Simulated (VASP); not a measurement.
Here is a VASP 6.6.1 calculation.

Contents of INCAR:

```
SYSTEM = Ti3Al
  PREC = Accurate
  ENCUT = 520
  EDIFF = 1E-6
  ISMEAR = 0
  SIGMA = 0.15
  LREAL = .False.
  LASPH = .True.
  NELM = 100
  ALGO = Fast
  ISIF = 2
  LWAVE = .False.
  LCHARG = .False.
  GGA = PE
  NBANDS = 28
```

File KPOINTS:

```
Automatic mesh
0
Gamma
  15 15 6
  0 0 0
```

The input POSCAR:

```
Ti3Al
1.0
    2.8555218141      0.0000000000      0.0000000000
   -1.4277609070      2.4729544320      0.0000000000
    0.0000000000      0.0000000000      9.7176262854
Ti Al
3 1
Direct
    0.6666666667      0.3333333333      0.0000000000
    0.3333333333      0.6666666667      0.7612900095
    0.3333333333      0.6666666667      0.2387099905
    0.6666666667      0.3333333333      0.5000000000
```

Potentials or basis: VASP PAW PBE potentials, release 64 (Ti_sv, Al).

The run is started by

```sh
$ cat potpaw_PBE.64/Ti_sv/POTCAR potpaw_PBE.64/Al/POTCAR > POTCAR
$ mpirun -np 1 vasp_std > vasp.out
```

Task: Estimate the pressure.

Result: 0.6 GPa.

Task: What does it give for the largest force?

Result: 0.779 eV/Å.

Stress tensor (GPa, compression positive):
```
 4.55  0.00  0.00
 0.00  4.55  0.00
 0.00  0.00 -7.29
```
